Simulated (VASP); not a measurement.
# CuAu (P4/mmm) in VASP: notebook

CuAu is run at these levels: PBEsol; tasks: single point.

Everything below comes from runs of VASP 6.6.1. Logs are shortened: lines on timing, memory, paths and dates and some standing lists are left out, and cuts for length are marked.

## 1. The cell of the first run

The structure is tetragonal, space group P4/mmm (No. 123). The conventional cell has a = 2.842 Å, b = 2.842 Å, c = 3.780 Å, α = 90.00°, β = 90.00°, γ = 90.00°. Cu (site symmetry 4/mmm) has 8 Au at 2.76 Å and 4 Cu at 2.84 Å within 3.6 Å. Au (site symmetry 4/mmm) has 8 Cu at 2.76 Å and 4 Au at 2.84 Å within 3.6 Å.

## 2. Single point, PBEsol (strain +0.015 along x and y, +0.030 along z)

Input file INCAR:

```
PREC = Accurate ; ENCUT = 520
EDIFF = 1E-6 ; ISMEAR = 0
SIGMA = 0.15 ; LREAL = False
LASPH = True ; NELM = 60
ALGO = Fast ; ISIF = 2
LWAVE = False ; LCHARG = False
GGA = PS ; NBANDS = 18
```

Input file KPOINTS:

```
Automatic mesh
0
Gamma
  18 18 14
```

Input file POSCAR:

```
CuAu
1.0
    2.8420000000      0.0000000000      0.0000000000
    0.0000000000      2.8420000000      0.0000000000
    0.0000000000      0.0000000000      3.7801000000
Cu Au
1 1
Direct
    0.5000000000      0.5000000000      0.5000000000
    0.0000000000      0.0000000000      0.0000000000
```

Potentials or basis: VASP PAW PBE potentials, release 64 (Cu, Au).

Command:

```console
cat potpaw_PBE.64/Cu/POTCAR potpaw_PBE.64/Au/POTCAR > POTCAR
mpirun -np 1 vasp_std > vasp.out
```

OUTCAR:

```text
PREC = Accurate
   ENCUT = 520
   EDIFF = 1E-6
   ISMEAR = 0
   LREAL = False
   LASPH = True
   NELM = 60
   ISIF = 2
   GGA = PS

 ion  position               nearest neighbor table
   1  0.500  0.500  0.500-   2 2.76   2 2.76   2 2.76   2 2.76   2 2.76   2 2.76   2 2.76   2 2.76

   2  0.000  0.000  0.000-   1 2.76   1 2.76   1 2.76   1 2.76   1 2.76   1 2.76   1 2.76   1 2.76

  LATTYP: Found a simple tetragonal cell.
 ALAT       =     2.8420000000
 C/A-ratio  =     1.3300844476

  Lattice vectors:

 A1 = (   2.8420000000,   0.0000000000,   0.0000000000)
 A2 = (   0.0000000000,   2.8420000000,   0.0000000000)
 A3 = (   0.0000000000,   0.0000000000,   3.7801000000)

Analysis of symmetry for initial positions (statically):
=====================================================================
 Subroutine PRICEL returns:
 Original cell was already a primitive cell.

 Routine SETGRP: Setting up the symmetry group for a
 simple tetragonal supercell.

 Subroutine GETGRP returns: Found 16 space group operations
 (whereof 16 operations were pure point group operations)
 out of a pool of 16 trial point group operations.

The static configuration has the point symmetry D_4h.

Analysis of symmetry for dynamics (positions and initial velocities):
=====================================================================
 Subroutine PRICEL returns:
 Original cell was already a primitive cell.

 Routine SETGRP: Setting up the symmetry group for a
 simple tetragonal supercell.

 Subroutine GETGRP returns: Found 16 space group operations
 (whereof 16 operations were pure point group operations)
 out of a pool of 16 trial point group operations.

The dynamic configuration has the point symmetry D_4h.

 Subroutine INISYM returns: Found 16 space group operations
 (whereof 16 operations are pure point group operations),
 and found     1 'primitive' translations

----------------------------------------------------------------------------------------

                                     Primitive cell

  volume of cell :      30.5317

  direct lattice vectors                    reciprocal lattice vectors
     2.842000000  0.000000000  0.000000000     0.351864884  0.000000000  0.000000000
     0.000000000  2.842000000  0.000000000     0.000000000  0.351864884  0.000000000
     0.000000000  0.000000000  3.780100000     0.000000000  0.000000000  0.264543266

  length of vectors
     2.842000000  2.842000000  3.780100000     0.351864884  0.351864884  0.264543266

  position of ions in fractional coordinates (direct lattice)
     0.500000000  0.500000000  0.500000000
     0.000000000  0.000000000  0.000000000

  ion indices of the primitive-cell ions
   primitive index   ion index
                 1           1
                 2           2

----------------------------------------------------------------------------------------

 KPOINTS: Automatic mesh

Automatic generation of k-mesh.
 Grid dimensions read from file:
 generate k-points for:   18   18   14

 Generating k-lattice:

  Cartesian coordinates                     Fractional coordinates (reciprocal lattice)
     0.019548049  0.000000000  0.000000000     0.055555556  0.000000000  0.000000000
     0.000000000  0.019548049  0.000000000     0.000000000  0.055555556  0.000000000
     0.000000000  0.000000000  0.018895948     0.000000000  0.000000000  0.071428571

  Length of vectors
     0.019548049  0.019548049  0.018895948

  Shift w.r.t. Gamma in fractional coordinates (k-lattice)
     0.000000000  0.000000000  0.000000000

 Subroutine IBZKPT returns following result:
 ===========================================

 Found    440 irreducible k-points:

 Following reciprocal coordinates:
            Coordinates               Weight
  0.000000  0.000000  0.000000      1.000000
  0.055556  0.000000  0.000000      4.000000
  0.111111  0.000000  0.000000      4.000000
  0.166667  0.000000  0.000000      4.000000
  0.222222  0.000000  0.000000      4.000000
  0.277778  0.000000  0.000000      4.000000
[... 16 lines left out ...]
  0.277778  0.111111  0.000000      8.000000
  0.333333  0.111111  0.000000      8.000000
 [... further k-points ...]
   k-points           NKPTS =    440   k-points in BZ     NKDIM =    440   number of bands    NBANDS=     18
   number of dos      NEDOS =    301   number of ions     NIONS =      2
   total plane-waves  NPLWV =  16128
   dimension x,y,z NGX =    24 NGY =   24 NGZ =   28
   dimension x,y,z NGXF=    48 NGYF=   48 NGZF=   56
   ions per type =               1   1
   NGX,Y,Z   is equivalent  to a cutoff of  14.04, 14.04, 12.31 a.u.
   NGXF,Y,Z  is equivalent  to a cutoff of  28.08, 28.08, 24.63 a.u.
 SYSTEM =  unknown system
   PREC   = accura    normal or accurate (medium, high low for compatibility)
   ISTART =      0    job   : 0-new  1-cont  2-samecut
   ICHARG =      2    charge: 1-file 2-atom 10-const
   ISPIN  =      1    spin polarized calculation?
   LNONCOLLINEAR =      F non collinear calculations
   LSORBIT =      F    spin-orbit coupling
   LASPH  =      T    aspherical Exc in radial PAW
   ENCUT  =  520.0 eV  38.22 Ry    6.18 a.u.   5.28  5.28  7.03*2*pi/ulx,y,z
   NELM   =     60;   NELMIN=  2; NELMDL= -5     # of ELM steps
   EDIFF  = 0.1E-05   stopping-criterion for ELM
   LREAL  =      F    real-space projection
   EDIFFG = 0.1E-04   stopping-criterion for IOM
   NSW    =      0    number of steps for IOM
   IBRION =     -1    ionic relax: 0-MD 1-quasi-New 2-CG
   NFREE  =      0    steps in history (QN), initial steepest desc. (CG)
   ISIF   =      2    stress and relaxation
   ISYM   =      2    0-nonsym 1-usesym 2-fastsym
   POTIM  = 0.5000    time-step for ionic-motion
   TEBEG  =    0.0;   TEEND  =   0.0 temperature during run
   PSTRESS=    0.0 pullay stress
   NELECT =      22.0000    total number of electrons
   NUPDOWN=      -1.0000    fix difference up-down
   EMIN   =  10.00;   EMAX   =-10.00  energy-range for DOS
   EFERMI =   0.00;   METHOD = LEGACY
   ISMEAR =     0;   SIGMA  =   0.15  broadening in eV -4-tet -1-fermi 0-gaus
   EFERMI_NEDOS =   21; number of points for ismear=-14 and -15
   IALGO  =     68    algorithm
   IMIX   =      4    mixing-type and parameters
     AMIX     =   0.40;   BMIX     =  1.00
     AMIX_MAG =   1.60;   BMIX_MAG =  1.00
  volume/ion in A,a.u.               =      15.27       103.02
  Fermi-wavevector in a.u.,A,eV,Ry     =   1.467682  2.773516 29.308172  2.154090
  Thomas-Fermi vector in A             =   2.583270
   LORBIT       =      0    0 simple, 1 ext, 2 COOP (PROOUT), +10 PAW based schemes
   GGA     = PS    functional components
   LHFCALC =     F    Hartree Fock is set to
   AEXX    =    0.0000 exact exchange contribution
   IVDW    =     0    specifies the selected vdW correction
   LEPSILON=     F    determine dielectric tensor
   LRPA    =     F    only Hartree local field effects (RPA)
 non-spin polarized calculation
 RMM-DIIS sequential band-by-band and
 Gauss-broadening in eV      SIGMA  =   0.15
  energy-cutoff  :      520.00
  volume of cell :       30.53
 maximum number of plane-waves:       840
 NGX is ok and might be reduce to    24
   NGX = 11   NGY = 11   NGZ = 15

 number of electron      21.9999999 magnetization

 Free energy of the ion-electron system (eV)
  ---------------------------------------------------
  ext. energy  EPLUGINS =         0.00000000
  ---------------------------------------------------
  free energy    TOTEN  =        -8.29061079 eV

  energy without entropy =       -8.28357436  energy(sigma->0) =       -8.28709257

 E-fermi :   7.8449     XC(G=0): -12.5574

 val. band max:        7.8441008450   @ k =   0.4444   0.4444   0.0000
 cond. band min:       7.8456666402   @ k =   0.3889   0.3333   0.2857
 fundamental gap:      0.0015657952
 Fermi energy:         7.8448986359

 k-point     1 :       0.0000    0.0000    0.0000
  band No.  band energies     occupation
      1      -1.5321      2.00000
      2       1.5886      2.00000
      3       1.7510      2.00000
      4       4.0111      2.00000
      5       4.0111      2.00000
      6       5.0260      2.00000
[... 10 lines left out ...]
     17      24.2592      0.00000
     18      25.1068      0.00000

 k-point     2 :       0.0556    0.0000    0.0000
  band No.  band energies     occupation
      1      -1.4619      2.00000
      2       1.6251      2.00000
      3       1.7888      2.00000
      4       3.9670      2.00000
      5       4.0266      2.00000
      6       4.9951      2.00000
[... 10 lines left out ...]
     17      24.8641      0.00000
     18      25.1289      0.00000

 k-point     3 :       0.1111    0.0000    0.0000
  band No.  band energies     occupation
      1      -1.2549      2.00000
      2       1.7151      2.00000
      3       1.9179      2.00000
      4       3.8382      2.00000
      5       4.0725      2.00000
      6       4.9052      2.00000
[... 10 lines left out ...]
     17      25.1200      0.00000
     18      26.3377      0.00000

 k-point     4 :       0.1667    0.0000    0.0000
  band No.  band energies     occupation
      1      -0.9230      2.00000
      2       1.8300      2.00000
      3       2.1530      2.00000
      4       3.6375      2.00000
      5       4.1462      2.00000
      6       4.7648      2.00000
[... 10 lines left out ...]
     17      24.8278      0.00000
     18      26.4918      0.00000

 k-point     5 :       0.2222    0.0000    0.0000
  band No.  band energies     occupation
      1      -0.4871      2.00000
      2       1.9664      2.00000
      3       2.4726      2.00000
      4       3.3913      2.00000
      5       4.2436      2.00000
      6       4.5908      2.00000
[... 10 lines left out ...]
     17      24.0493      0.00000
     18      25.9063      0.00000

 k-point     6 :       0.2778    0.0000    0.0000
  band No.  band energies     occupation
      1       0.0205      2.00000
      2       2.1247      2.00000
      3       2.8368      2.00000
      4       3.1346      2.00000
      5       4.3582      2.00000
      6       4.4056      2.00000
[... 10 lines left out ...]
     17      22.9473      0.00000
     18      25.3529      0.00000

 k-point     7 :       0.3333    0.0000    0.0000
  band No.  band energies     occupation
      1       0.5499      2.00000
      2       2.3036      2.00000
      3       2.9014      2.00000
      4       3.1894      2.00000
      5       4.2334      2.00000
      6       4.4804      2.00000
[... 10 lines left out ...]
     17      21.7240      0.00000
     18      24.7674      0.00000

 k-point     8 :       0.3889    0.0000    0.0000
  band No.  band energies     occupation
      1       1.0259      2.00000
      2       2.5025      2.00000
      3       2.7181      2.00000
      4       3.4579      2.00000
      5       4.0950      2.00000
      6       4.5957      2.00000
[... 10 lines left out ...]
     17      22.4684      0.00000
     18      24.2244      0.00000
[... 229 lines left out ...]
     17      22.8225      0.00000
     18      23.8813      0.00000

 k-point    20 :       0.1111    0.1111    0.0000
  band No.  band energies     occupation
      1      -0.9783      2.00000
      2       1.8954      2.00000
      3       2.0250      2.00000
      4       3.7908      2.00000
      5       3.9721      2.00000
      6       4.7534      2.00000
[... 10 lines left out ...]
     17      25.4255      0.00000
     18      26.0370      0.00000

 k-point    21 :       0.1667    0.1111    0.0000
  band No.  band energies     occupation
      1      -0.6483      2.00000
      2       2.0384      2.00000
      3       2.2229      2.00000
      4       3.6208      2.00000
      5       3.9663      2.00000
      6       4.5885      2.00000
[... 10 lines left out ...]
     17      25.1460      0.00000
     18      26.7224      0.00000

 k-point    22 :       0.2222    0.1111    0.0000
  band No.  band energies     occupation
      1      -0.2163      2.00000
      2       2.1734      2.00000
      3       2.5244      2.00000
      4       3.3749      2.00000
      5       3.9929      2.00000
      6       4.4021      2.00000
[... 10 lines left out ...]
     17      24.2349      0.00000
     18      26.9183      0.00000

 k-point    23 :       0.2778    0.1111    0.0000
  band No.  band energies     occupation
      1       0.2853      2.00000
      2       2.3209      2.00000
      3       2.8458      2.00000
      4       3.1137      2.00000
      5       4.0211      2.00000
      6       4.2453      2.00000
[... 10 lines left out ...]
     17      23.0234      0.00000
     18      26.1324      0.00000

 k-point    24 :       0.3333    0.1111    0.0000
  band No.  band energies     occupation
      1       0.8112      2.00000
      2       2.4776      2.00000
      3       2.8769      2.00000
      4       3.0707      2.00000
      5       4.0407      2.00000
      6       4.2015      2.00000
[... 10 lines left out ...]
     17      21.7557      0.00000
     18      24.9631      0.00000

 [... further k-points ...]

------------------------ aborting loop because EDIFF is reached ----------------------------------------

  FORCE on cell =-STRESS in cart. coord.  units (eV):
  Direction    XX          YY          ZZ          XY          YZ          ZX
  --------------------------------------------------------------------------------------
  -------------------------------------------------------------------------------------
  Total       -1.8437466     -1.8437466     -1.9905767      0.0000000     -0.0000000     -0.0000000
  in kB      -96.7520966    -96.7520966   -104.4571217      0.0000000     -0.0000000     -0.0000000
  external PRESSURE =     -99.3204383 kB  Pullay stress =       0.0000000 kB

 VOLUME and BASIS-vectors are now :
 -----------------------------------------------------------------------------
  energy-cutoff  :      520.00
  volume of cell :       30.53
      direct lattice vectors                 reciprocal lattice vectors
     2.842000000  0.000000000  0.000000000     0.351864884  0.000000000  0.000000000
     0.000000000  2.842000000  0.000000000     0.000000000  0.351864884  0.000000000
     0.000000000  0.000000000  3.780100000     0.000000000  0.000000000  0.264543266

 POSITION                                       TOTAL-FORCE (eV/Angst)
 -----------------------------------------------------------------------------------
      1.42100      1.42100      1.89005         0.000000      0.000000      0.000000
      0.00000      0.00000      0.00000         0.000000      0.000000      0.000000
 -----------------------------------------------------------------------------------
    total drift:                                0.000000      0.000000     -0.000000

  FREE ENERGIE OF THE ION-ELECTRON SYSTEM (eV)
  ---------------------------------------------------
  free  energy   TOTEN  =        -8.2906107873 eV

  energy  without entropy=       -8.2835743610  energy(sigma->0) =       -8.28709257
```

It took 2 min on 1 thread of Intel Xeon 6975P-C (Granite Rapids), shared host; peak memory 0.35 GiB.

Results:

```yaml
Free_energy: -8.2906 eV
Pressure: -9.9 GPa
Band_gap_on_the_k_mesh: zero (band 11 reaches 13.07 eV, above the bottom of band 12 at 6.00 eV)
```

Caveat: the cell differs from its parent crystal (strain +0.015 along x and y, +0.030 along z); the PAW data sets were made with another functional, which shifts forces and pressure a little; spin-orbit coupling is left out, which moves the levels of the heavy elements.

(Part 1 of 2 ends here.)
